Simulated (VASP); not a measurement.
# RbCl (Fm-3m) in VASP: notebook

Runs on RbCl. Level: PBE. Tasks: electric field gradients, density of states.

All numbers are computed with VASP 6.6.1; they aren't measurements. Logs are shortened: lines on timing, memory, paths and dates and some standing lists are left out, and cuts for length are marked.

**1. The cell of the first run**

It takes space group Fm-3m (No. 225, cubic). The conventional cell has a = 6.437 Å, b = 6.437 Å, c = 6.437 Å, α = 90.00°, β = 90.00°, γ = 90.00°. Within 4.2 Å of Rb (site symmetry m-3m) lie 6 Cl at 3.22 Å. Cl (site symmetry m-3m) has 6 Rb at 3.22 Å within 4.2 Å.

**2. Electric field gradients, PBE (volume scaled by 0.95)**

The input, INCAR:

```
SYSTEM = RbCl
PREC = Accurate ; ENCUT = 400
EDIFF = 1E-8 ; ISMEAR = -1
SIGMA = 0.02 ; LREAL = .FALSE.
LASPH = .TRUE. ; NELM = 120
ALGO = Normal ; ISIF = 2
LWAVE = .FALSE. ; LCHARG = .FALSE.
GGA = PE ; LEFG = .TRUE.
NBANDS = 15 ; GGA_COMPAT = .FALSE.
```

The input, KPOINTS:

```
Automatic mesh
0
G
  7 7 7
  0 0 0
```

The input, POSCAR:

```
RbCl
1.0
    0.0000000000      3.2184977523      3.2184977523
    3.2184977523      0.0000000000      3.2184977523
    3.2184977523      3.2184977523      0.0000000000
Rb Cl
1 1
Direct
    0.0000000000      0.0000000000      0.0000000000
    0.5000000000      0.5000000000      0.5000000000
```

Potentials or basis: VASP PAW PBE potentials, release 64 (Rb_sv, Cl).

Started as:

```sh
$ cat potpaw_PBE.64/Rb_sv/POTCAR potpaw_PBE.64/Cl/POTCAR > POTCAR
$ mpirun -np 1 vasp_std > vasp.out
```

OUTCAR:

```text
SYSTEM = RbCl
   PREC = Accurate
   ENCUT = 400
   EDIFF = 1E-8
   ISMEAR = -1
   LREAL = .FALSE.
   LASPH = .TRUE.
   NELM = 120
   ISIF = 2
   GGA = PE

 ion  position               nearest neighbor table
   1  0.000  0.000  0.000-   2 3.22   2 3.22   2 3.22   2 3.22   2 3.22   2 3.22
   2  0.500  0.500  0.500-   1 3.22   1 3.22   1 3.22   1 3.22   1 3.22   1 3.22

  LATTYP: Found a face centered cubic cell.
 ALAT       =     6.4369955046

  Lattice vectors:

 A1 = (   0.0000000000,   3.2184977523,   3.2184977523)
 A2 = (   3.2184977523,   0.0000000000,   3.2184977523)
 A3 = (   3.2184977523,   3.2184977523,   0.0000000000)

Analysis of symmetry for initial positions (statically):
=====================================================================
 Subroutine PRICEL returns:
 Original cell was already a primitive cell.

 Routine SETGRP: Setting up the symmetry group for a
 face centered cubic supercell.

 Subroutine GETGRP returns: Found 48 space group operations
 (whereof 48 operations were pure point group operations)
 out of a pool of 48 trial point group operations.

The static configuration has the point symmetry O_h .

Analysis of symmetry for dynamics (positions and initial velocities):
=====================================================================
 Subroutine PRICEL returns:
 Original cell was already a primitive cell.

 Routine SETGRP: Setting up the symmetry group for a
 face centered cubic supercell.

 Subroutine GETGRP returns: Found 48 space group operations
 (whereof 48 operations were pure point group operations)
 out of a pool of 48 trial point group operations.

The dynamic configuration has the point symmetry O_h .

 Subroutine INISYM returns: Found 48 space group operations
 (whereof 48 operations are pure point group operations),
 and found     1 'primitive' translations

----------------------------------------------------------------------------------------

                                     Primitive cell

  volume of cell :      66.6791

  direct lattice vectors                    reciprocal lattice vectors
     0.000000000  3.218497752  3.218497752    -0.155351980  0.155351980  0.155351980
     3.218497752  0.000000000  3.218497752     0.155351980 -0.155351980  0.155351980
[... 132 lines left out ...]
 fundamental gap:      5.2175036724
 Fermi energy:        -1.2041253377

 k-point     1 :       0.0000    0.0000    0.0000
  band No.  band energies     occupation
      1     -25.3859      2.00000
      2     -13.6778      2.00000
      3      -9.4339      2.00000
      4      -9.4339      2.00000
      5      -9.4339      2.00000
      6      -1.6138      2.00000
      7      -1.6138      2.00000
      8      -1.6138      2.00000
      9       3.6037      0.00000
     10       6.4147      0.00000
     11       6.4147      0.00000
     12       6.4147      0.00000
     13       7.4424      0.00000
     14       7.4424      0.00000
[... 329 lines left out ...]
      2     -13.6748      2.00000
      3      -9.6779      2.00000
      4      -9.6077      2.00000
      5      -9.4232      2.00000
      6      -2.1379      2.00000
      7      -1.8674      2.00000
      8      -1.8648      2.00000
      9       5.8409      0.00000
     10       6.5811      0.00000
     11       8.0660      0.00000
     12       8.1926      0.00000
     13       9.9255      0.00000
     14      10.1050      0.00000
     15      11.2588      0.00000

------------------------ aborting loop because EDIFF is reached ----------------------------------------

  FORCE on cell =-STRESS in cart. coord.  units (eV):
  Direction    XX          YY          ZZ          XY          YZ          ZX
  --------------------------------------------------------------------------------------
  -------------------------------------------------------------------------------------
  Total        0.9579954      0.9579954      0.9579954     -0.0000000     -0.0000000     -0.0000000
  in kB       23.0188900     23.0188900     23.0188900     -0.0000000     -0.0000000     -0.0000000
  external PRESSURE =      23.0188900 kB  Pullay stress =       0.0000000 kB

 VOLUME and BASIS-vectors are now :
 -----------------------------------------------------------------------------
  energy-cutoff  :      400.00
  volume of cell :       66.68
      direct lattice vectors                 reciprocal lattice vectors
     0.000000000  3.218497752  3.218497752    -0.155351980  0.155351980  0.155351980
     3.218497752  0.000000000  3.218497752     0.155351980 -0.155351980  0.155351980
     3.218497752  3.218497752  0.000000000     0.155351980  0.155351980 -0.155351980

 POSITION                                       TOTAL-FORCE (eV/Angst)
 -----------------------------------------------------------------------------------
      0.00000      0.00000      0.00000         0.000000      0.000000      0.000000
      3.21850      3.21850      3.21850        -0.000000     -0.000000     -0.000000
 -----------------------------------------------------------------------------------
    total drift:                                0.000000      0.000000      0.000000

  FREE ENERGIE OF THE ION-ELECTRON SYSTEM (eV)
  ---------------------------------------------------
  free  energy   TOTEN  =        -6.6200031019 eV

  energy  without entropy=       -6.6200031019  energy(sigma->0) =       -6.62000310

 Electric field gradients (V/A^2)
---------------------------------------------------------------------
 ion       V_xx      V_yy      V_zz      V_xy      V_xz      V_yz
---------------------------------------------------------------------
   1       0.000     0.000    -0.000    -0.000    -0.000    -0.000
   2      -0.000    -0.000     0.000    -0.001    -0.001    -0.001
---------------------------------------------------------------------

 Electric field gradients after diagonalization (V/A^2)
 (convention: |V_zz| > |V_xx| > |V_yy|)
----------------------------------------------------------------------
 ion       V_xx      V_yy      V_zz     asymmetry (V_yy - V_xx)/ V_zz
----------------------------------------------------------------------
   1       0.000     0.000    -0.000       0.000
   2       0.001     0.001    -0.002       0.000
----------------------------------------------------------------------

           NMR quadrupolar parameters

 Cq : quadrupolar parameter    Cq=e*Q*V_zz/h
 eta: asymmetry parameters     (V_yy - V_xx)/ V_zz
 Q  : nuclear electric quadrupole moment in mb (millibarn)
----------------------------------------------------------------------
 ion       Cq(MHz)       eta       Q (mb)
----------------------------------------------------------------------
   1      -0.000       0.000       1.000
   2      -0.000       0.000       1.000
----------------------------------------------------------------------
```

stdout:

```text
POSCAR found type information on POSCAR RbCl
 POSCAR found :  2 types and       2 ions
 scaLAPACK will be used
 LDA part: xc-table for (Slater+PW92), standard interpolation
 POSCAR, INCAR and KPOINTS ok, starting setup
 FFT: planning ... GRIDC
 FFT: planning ... GRID_SOFT
 FFT: planning ... GRID
 WAVECAR not read
 entering main loop
ion   1

ion   2
```

It took 24 s on 1 thread of Intel Xeon 8259CL, shared host; peak memory 0.17 GiB.

Results:

```
Free energy            : -6.6200 eV
Pressure               : 2.3 GPa
Band gap on the k mesh : 5.22 eV, direct
```

Caveat: without QUAD_EFG the Cq values of the log hold for a quadrupole moment of 1 mb, not for the nuclei.

**3. Electric field gradients, PBE (volume scaled by 0.975)**

The input, INCAR:

```
PREC = Accurate ; ENCUT = 400
EDIFF = 1E-8 ; ISMEAR = -1
SIGMA = 0.02 ; LREAL = False
LASPH = True ; NELM = 120
ALGO = Normal ; ISIF = 2
LWAVE = False ; LCHARG = False
GGA = PE ; LEFG = True
NBANDS = 15 ; GGA_COMPAT = False
```

The input, KPOINTS:

```
regular mesh
0
Gamma
  7 7 7
```

The input, POSCAR:

```
RbCl
1.0
    0.0000000000      3.2464860941      3.2464860941
    3.2464860941      0.0000000000      3.2464860941
    3.2464860941      3.2464860941      0.0000000000
Rb Cl
1 1
Direct
    0.0000000000      0.0000000000      0.0000000000
    0.5000000000      0.5000000000      0.5000000000
```

Potentials or basis: VASP PAW PBE potentials, release 64 (Rb_sv, Cl).

Started as:

```sh
$ cat potpaw_PBE.64/Rb_sv/POTCAR potpaw_PBE.64/Cl/POTCAR > POTCAR
$ mpirun -np 1 vasp_std > vasp.out
```

OUTCAR:

```text
PREC = Accurate
   ENCUT = 400
   EDIFF = 1E-8
   ISMEAR = -1
   LREAL = False
   LASPH = True
   NELM = 120
   ISIF = 2
   GGA = PE

 ion  position               nearest neighbor table
   1  0.000  0.000  0.000-   2 3.25   2 3.25   2 3.25   2 3.25   2 3.25   2 3.25
   2  0.500  0.500  0.500-   1 3.25   1 3.25   1 3.25   1 3.25   1 3.25   1 3.25

  LATTYP: Found a face centered cubic cell.
 ALAT       =     6.4929721882

  Lattice vectors:

 A1 = (   0.0000000000,   3.2464860941,   3.2464860941)
 A2 = (   3.2464860941,   0.0000000000,   3.2464860941)
 A3 = (   3.2464860941,   3.2464860941,   0.0000000000)

Analysis of symmetry for initial positions (statically):
=====================================================================
 Subroutine PRICEL returns:
 Original cell was already a primitive cell.

 Routine SETGRP: Setting up the symmetry group for a
 face centered cubic supercell.

 Subroutine GETGRP returns: Found 48 space group operations
 (whereof 48 operations were pure point group operations)
 out of a pool of 48 trial point group operations.

The static configuration has the point symmetry O_h .

Analysis of symmetry for dynamics (positions and initial velocities):
=====================================================================
 Subroutine PRICEL returns:
 Original cell was already a primitive cell.

 Routine SETGRP: Setting up the symmetry group for a
 face centered cubic supercell.

 Subroutine GETGRP returns: Found 48 space group operations
 (whereof 48 operations were pure point group operations)
 out of a pool of 48 trial point group operations.

The dynamic configuration has the point symmetry O_h .

 Subroutine INISYM returns: Found 48 space group operations
 (whereof 48 operations are pure point group operations),
 and found     1 'primitive' translations

----------------------------------------------------------------------------------------

                                     Primitive cell

  volume of cell :      68.4338

  direct lattice vectors                    reciprocal lattice vectors
     0.000000000  3.246486094  3.246486094    -0.154012673  0.154012673  0.154012673
     3.246486094  0.000000000  3.246486094     0.154012673 -0.154012673  0.154012673
     3.246486094  3.246486094  0.000000000     0.154012673  0.154012673 -0.154012673

  length of vectors
     4.591224664  4.591224664  4.591224664     0.266757774  0.266757774  0.266757774

  position of ions in fractional coordinates (direct lattice)
     0.000000000  0.000000000  0.000000000
     0.500000000  0.500000000  0.500000000

  ion indices of the primitive-cell ions
   primitive index   ion index
                 1           1
                 2           2

----------------------------------------------------------------------------------------

 KPOINTS: regular mesh

[... 78 lines left out ...]
   EFERMI_NEDOS =   21; number of points for ismear=-14 and -15
   IALGO  =     38    algorithm
   IMIX   =      4    mixing-type and parameters
     AMIX     =   0.40;   BMIX     =  1.00
     AMIX_MAG =   1.60;   BMIX_MAG =  1.00
  volume/ion in A,a.u.               =      34.22       230.91
  Fermi-wavevector in a.u.,A,eV,Ry     =   1.008536  1.905856 13.839088  1.017144
  Thomas-Fermi vector in A             =   2.141409
   LORBIT       =      0    0 simple, 1 ext, 2 COOP (PROOUT), +10 PAW based schemes
   GGA     = PE    functional components
   LHFCALC =     F    Hartree Fock is set to
   AEXX    =    0.0000 exact exchange contribution
   IVDW    =     0    specifies the selected vdW correction
   LEPSILON=     F    determine dielectric tensor
   LRPA    =     F    only Hartree local field effects (RPA)
 non-spin polarized calculation
  energy-cutoff  :      400.00
  volume of cell :       68.43
 maximum number of plane-waves:      1267
 NGX is ok and might be reduce to    30
   NGX = 15   NGY = 15   NGZ = 15

 number of electron      15.9999999 magnetization

 Free energy of the ion-electron system (eV)
  ---------------------------------------------------
  ext. energy  EPLUGINS =         0.00000000
  ---------------------------------------------------
  free energy    TOTEN  =        -6.64221676 eV

  energy without entropy =       -6.64221676  energy(sigma->0) =       -6.64221676

 E-fermi :  -1.1978     XC(G=0):  -7.5168

 val. band max:       -1.7201788275   @ k =   0.0000   0.0000   0.0000
 cond. band min:       3.4094036611   @ k =   0.0000   0.0000   0.0000
 fundamental gap:      5.1295824885
 Fermi energy:        -1.1977611706

 k-point     1 :       0.0000    0.0000    0.0000
  band No.  band energies     occupation
      1     -25.5494      2.00000
      2     -13.7582      2.00000
      3      -9.5979      2.00000
      4      -9.5979      2.00000
      5      -9.5979      2.00000
      6      -1.7202      2.00000
      7      -1.7202      2.00000
      8      -1.7202      2.00000
      9       3.4094      0.00000
     10       6.2969      0.00000
     11       6.2969      0.00000
     12       6.2969      0.00000
     13       7.3069      0.00000
     14       7.3069      0.00000
[... 329 lines left out ...]
      2     -13.7522      2.00000
      3      -9.8194      2.00000
      4      -9.7559      2.00000
      5      -9.5903      2.00000
      6      -2.2197      2.00000
      7      -1.9742      2.00000
      8      -1.9697      2.00000
      9       5.7087      0.00000
     10       6.4242      0.00000
     11       7.8245      0.00000
     12       7.9682      0.00000
     13       9.7089      0.00000
     14       9.8613      0.00000
     15      10.9820      0.00000

------------------------ aborting loop because EDIFF is reached ----------------------------------------

  FORCE on cell =-STRESS in cart. coord.  units (eV):
  Direction    XX          YY          ZZ          XY          YZ          ZX
  --------------------------------------------------------------------------------------
  -------------------------------------------------------------------------------------
  Total        0.7215124      0.7215124      0.7215124     -0.0000000     -0.0000000     -0.0000000
  in kB       16.8921051     16.8921051     16.8921051     -0.0000000     -0.0000000     -0.0000000
  external PRESSURE =      16.8921051 kB  Pullay stress =       0.0000000 kB

 VOLUME and BASIS-vectors are now :
 -----------------------------------------------------------------------------
  energy-cutoff  :      400.00
  volume of cell :       68.43
      direct lattice vectors                 reciprocal lattice vectors
     0.000000000  3.246486094  3.246486094    -0.154012673  0.154012673  0.154012673
     3.246486094  0.000000000  3.246486094     0.154012673 -0.154012673  0.154012673
     3.246486094  3.246486094  0.000000000     0.154012673  0.154012673 -0.154012673

 POSITION                                       TOTAL-FORCE (eV/Angst)
 -----------------------------------------------------------------------------------
      0.00000      0.00000      0.00000         0.000000      0.000000     -0.000000
      3.24649      3.24649      3.24649         0.000000     -0.000000      0.000000
 -----------------------------------------------------------------------------------
    total drift:                                0.000000      0.000000      0.000000

  FREE ENERGIE OF THE ION-ELECTRON SYSTEM (eV)
  ---------------------------------------------------
  free  energy   TOTEN  =        -6.6422167641 eV

  energy  without entropy=       -6.6422167641  energy(sigma->0) =       -6.64221676

 Electric field gradients (V/A^2)
---------------------------------------------------------------------
 ion       V_xx      V_yy      V_zz      V_xy      V_xz      V_yz
---------------------------------------------------------------------
   1       0.000    -0.000     0.000    -0.000    -0.000    -0.000
   2      -0.000    -0.000    -0.000    -0.001    -0.001    -0.001
---------------------------------------------------------------------

 Electric field gradients after diagonalization (V/A^2)
 (convention: |V_zz| > |V_xx| > |V_yy|)
----------------------------------------------------------------------
 ion       V_xx      V_yy      V_zz     asymmetry (V_yy - V_xx)/ V_zz
----------------------------------------------------------------------
   1       0.000     0.000    -0.000       0.000
   2       0.001     0.001    -0.001       0.000
----------------------------------------------------------------------

           NMR quadrupolar parameters

 Cq : quadrupolar parameter    Cq=e*Q*V_zz/h
 eta: asymmetry parameters     (V_yy - V_xx)/ V_zz
 Q  : nuclear electric quadrupole moment in mb (millibarn)
----------------------------------------------------------------------
 ion       Cq(MHz)       eta       Q (mb)
----------------------------------------------------------------------
   1      -0.000       0.000       1.000
   2      -0.000       0.000       1.000
----------------------------------------------------------------------
```

stdout:

```text
POSCAR found type information on POSCAR RbCl
 POSCAR found :  2 types and       2 ions
 scaLAPACK will be used
 LDA part: xc-table for (Slater+PW92), standard interpolation
 POSCAR, INCAR and KPOINTS ok, starting setup
 FFT: planning ... GRIDC
 FFT: planning ... GRID_SOFT
 FFT: planning ... GRID
 WAVECAR not read
 entering main loop
ion   1

ion   2
```

It took 28 s on 1 thread of Intel Xeon 8259CL, shared host; peak memory 0.17 GiB.

What came out:

| Property | Result |
| --- | --- |
| Free energy | -6.6422 eV |
| Pressure | 1.7 GPa |
| Band gap on the k mesh | 5.13 eV, direct |

Levels at points of the mesh, in eV from the valence-band top:
| k point | band 5 | band 6 | band 7 | band 8 | band 9 | band 10 | band 11 | band 12 |
| --- | --- | --- | --- | --- | --- | --- | --- | --- |
| (0.00, 0.00, 0.00) | -7.88 | 0.00 | 0.00 | 0.00 | 5.13 | 8.02 | 8.02 | 8.02 |

Caveat: without QUAD_EFG the Cq values of the log hold for a quadrupole moment of 1 mb, not for the nuclei.

(Continued in part 2 of 2.)
